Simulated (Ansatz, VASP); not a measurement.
# Two plane-wave programs on AgCl

POSCAR

```
AgCl
1.0
    3.3955880382      0.0000000000      0.0000000000
    0.0000000000      3.3955880382      0.0000000000
    0.0000000000      0.0000000000      3.3955880382
Ag Cl
1 1
Direct
    0.0000000000      0.0000000000      0.0000000000
    0.5000000000      0.5000000000      0.5000000000
```

INCAR.step1

```
SYSTEM = AgCl
PREC = Accurate
ENCUT = 520
EDIFF = 1E-5
ISMEAR = 0
SIGMA = 0.01
LREAL = .False.
LASPH = .True.
NELM = 80
ALGO = Normal
ISIF = 2
LWAVE = .True.
LCHARG = .False.
GGA = PE
NBANDS = 16
```

Contents of INCAR.step2:

```
SYSTEM = AgCl
PREC = Accurate
ENCUT = 520
EDIFF = 1E-6
ISMEAR = 0
SIGMA = 0.01
LREAL = .False.
LASPH = .True.
NELM = 80
ALGO = Normal
ISIF = 2
LWAVE = .False.
LCHARG = .False.
GGA = PE
LHFCALC = .True.
AEXX = 0.75
PRECFOCK = Normal
ISTART = 1
NBANDS = 16
```

The input KPOINTS:

```
Automatic mesh
0
Gamma
  4 4 4
  0 0 0
```

Input for Ansatz:

```yaml
crystal:
  lattice:
    - [3.3955880382, 0.0, 0.0]
    - [0.0, 3.3955880382, 0.0]
    - [0.0, 0.0, 3.3955880382]
  atoms:
    - { symbol: Ag, position: [0.0, 0.0, 0.0] }
    - { symbol: Cl, position: [0.5, 0.5, 0.5] }
kpoints:
  mp_grid: { grid: [4, 4, 4] }
hamiltonian:
  xc: { exchange: pbe, correlation: pbe, exx: { coeff: 0.75 } }
scf:
  occupations: { method: fixed }
  n_extra_bands: 4
output:
  forces: true
  stress: true
  eigenvalues: true
```

Alike in both runs: task single point; functional PBE-based global hybrid; k mesh 4 × 4 × 4; no spin polarisation.

|  | VASP | Ansatz |
| --- | --- | --- |
| version | VASP 6.6.1 | Ansatz 0.2.0 |
| potentials or method | VASP PAW PBE potentials, release 64 (Ag, Cl) | plane waves |
| plane-wave cutoff (eV) | 520 | 420 |
| occupations | gaussian, width 0.01 eV | fixed |
| valence electrons in the cell | 18 | 26 |

Ansatz gave:

- gap on the k mesh at the Fermi level (eV): 7.40
- pressure (GPa): 0.3

Which values does VASP return?

gap on the k mesh at the Fermi level (eV): 7.41; pressure (GPa): -0.3.

VASP's potentials were made for PBE, not for PBE-based global hybrid. VASP's potentials hold 18 valence electrons a cell and Ansatz's 26, so a difference there can come from the potentials and not from the codes. Ansatz's warnings: stress exchange threshold loose, stress scf threshold loose.

The k mesh is coarse, so the values compare programs but aren't converged.
